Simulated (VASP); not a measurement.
## Se: single point with PBEsol

Se:

```
CELL_PARAMETERS angstrom
-1.74948 1.74948 1.74948
1.74948 -1.74948 1.74948
1.74948 1.74948 -1.74948
ATOMIC_POSITIONS crystal
Se 0.00000 0.00000 0.00000
```

This cell differs from its parent crystal: strained.

- Program: VASP 6.6.1
- Task: single point
- Functional: PBEsol
- Potentials or basis: VASP PAW PBE potentials, release 64 (Se)
- Cutoff: 520 eV
- k mesh: 18 × 18 × 18
- Occupations: gaussian, width 0.1 eV
- Spin: no spin polarisation
- Dipole correction: no
- Further INCAR settings: ALGO = Normal; EDIFF = 1e-07; NBANDS = 9

| Property | Result |
| --- | --- |
| Pressure | -7.1 GPa |
| Band gap on the k mesh | zero (bands 3 and 4 overlap by 5.75 eV) |

Levels at points of the mesh, in eV from the Fermi level:
```tsv
k point	band 1	band 2	band 3	band 4	band 5	band 6	band 7	band 8
(0.00, 0.00, 0.00)	-15.73	2.68	2.68	2.68	10.29	12.23	12.23	12.23
(0.50, 0.00, 0.00)	-12.61	-6.29	-0.04	1.93	6.74	8.30	16.93	17.47
(0.50, 0.50, 0.50)	-10.51	-3.07	-3.07	-3.07	4.18	4.18	22.03	22.03
```

Run time: 8.9 s on 1 thread of Intel(R) Xeon(R) 6975P-C (Granite Rapids) (shared host), peak memory 0.16 GiB.

Caveat: the cell differs from its parent crystal (strained); the cell stands under tension; the PAW data sets were made with another functional, which shifts forces and pressure a little.
